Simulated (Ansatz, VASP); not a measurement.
**Two plane-wave programs on TaTlO2**

```
Ta Tl O
1.0
     3.67628    0.00000    0.00000
    -1.83814    3.18376    0.00000
     0.00000    0.00000    6.16482
Ta Tl O
1 1 2
Direct
  0.00000 0.00000 0.50000
  0.00000 0.00000 0.00000
  0.33333 0.66667 0.50000
  0.66667 0.33333 0.50000
```

Alike in both runs: functional PBE; k mesh 6 × 6 × 4; occupations gaussian, width 0.1 eV; no spin polarisation.

Ansatz relaxed the structure, and its values are those at the end. VASP's run is a single point on that final structure, the one shown.

|  | VASP | Ansatz |
| --- | --- | --- |
| version | VASP 6.6.1 | Ansatz 0.2.0 |
| potentials or method | VASP PAW PBE potentials, release 64 (Ta_pv, Tl_d, O), cutoff 520 eV | scalar-relativistic, plane waves, PAW |
| valence electrons in the cell | 36 | 38 |

VASP gave:

| Quantity | Value |
| --- | --- |
| gap on the k mesh at the Fermi level (eV) | none |
| pressure (GPa) | 0.2 |

Problem. Which values does Ansatz return?

Solution. gap on the k mesh at the Fermi level (eV): none; pressure (GPa): 0.0.

A gap of «none» marks a metal or a gap that the smearing closes. With one functional, cell and mesh, what is left measures potentials, basis and numerics. VASP's potentials hold 36 valence electrons a cell and Ansatz's 38, so a difference there can come from the potentials and not from the codes.

Neither program's run includes spin-orbit coupling.
